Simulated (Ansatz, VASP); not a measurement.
## AlCo2: VASP beside Ansatz

Contents of INCAR:

```
SYSTEM = AlCo2
PREC = Accurate
ENCUT = 600
EDIFF = 1E-7
ISMEAR = 0
SIGMA = 0.1
LREAL = .FALSE.
LASPH = .TRUE.
NELM = 150
ALGO = Normal
ISIF = 3
LWAVE = .FALSE.
LCHARG = .FALSE.
ISPIN = 2
MAGMOM = 0 1.25 1.25
LORBIT = 11
LMAXMIX = 4
GGA = PE
IBRION = 2
NSW = 100
EDIFFG = -0.01
```

KPOINTS

```
regular mesh
0
G
  14 14 14
  0 0 0
```

The input POSCAR:

```
AlCo2
1.0
    0.0000000000      2.7392350101      2.7392350101
    2.7392350101      0.0000000000      2.7392350101
    2.7392350101      2.7392350101      0.0000000000
Al Co
1 2
Direct
    0.0000000000      0.0000000000      0.0000000000
    0.7500000000      0.7500000000      0.7500000000
    0.2500000000      0.2500000000      0.2500000000
```

Input for Ansatz:

```yaml
crystal:
  lattice:
    - [0.0, 2.7392350101, 2.7392350101]
    - [2.7392350101, 0.0, 2.7392350101]
    - [2.7392350101, 2.7392350101, 0.0]
  atoms:
    - { symbol: Al, position: [0.0, 0.0, 0.0] }
    - { symbol: Co, position: [0.75, 0.75, 0.75], spin: 1.25 }
    - { symbol: Co, position: [0.25, 0.25, 0.25], spin: 1.25 }
basis:
  ecutwfc: 420
kpoints:
  mp_grid: { grid: [14, 14, 14] }
hamiltonian:
  xc: pbe
scf:
  occupations: { method: gaussian, width: 0.1 }
output:
  forces: true
  stress: true
  eigenvalues: true
  populations: true
magnetization:
  spin_polarized: true
relax:
  adjacent_minimum: "off"
  f_tol: 0.01
  max_steps: 80
  cell: { stress_tol: 0.05 }
```

Change from the starting cell: species swapped into the YbH2 type (Fm-3m, No. 225).

Alike in both runs: task relaxation of cell and atoms; functional PBE; k mesh 14 × 14 × 14; occupations gaussian, width 0.1 eV; collinear spin.

```csv
,VASP,Ansatz
version,VASP 6.6.1,Ansatz 0.2.0
potentials or method,"VASP PAW PBE potentials, release 64 (Al, Co), cutoff 600 eV","scalar-relativistic, plane waves, PAW"
valence electrons in the cell,21,37
```

|  | VASP | Ansatz | Ansatz less VASP |
| --- | --- | --- | --- |
| gap on the k mesh at the Fermi level, each at its own relaxed structure (eV) | none | none | - |
| net moment per atom (μB) | 0.64 | 0.65 | +0.012 |
| size of the moment on the site where the two differ most (μB) | 1.02 | 1.04 | +0.020 |
| relaxed volume (Å³/atom) | 13.66 | 13.68 | +0.013 |
| relaxed length of the cell vector where the two differ most in proportion (Å) | 3.870 | 3.872 | +0.0012 |

Site moments also hang on the region over which each program counts them. A gap of «none» marks a metal or a gap that the smearing closes. VASP's potentials hold 21 valence electrons a cell and Ansatz's 37, so a difference there can come from the potentials and not from the codes.
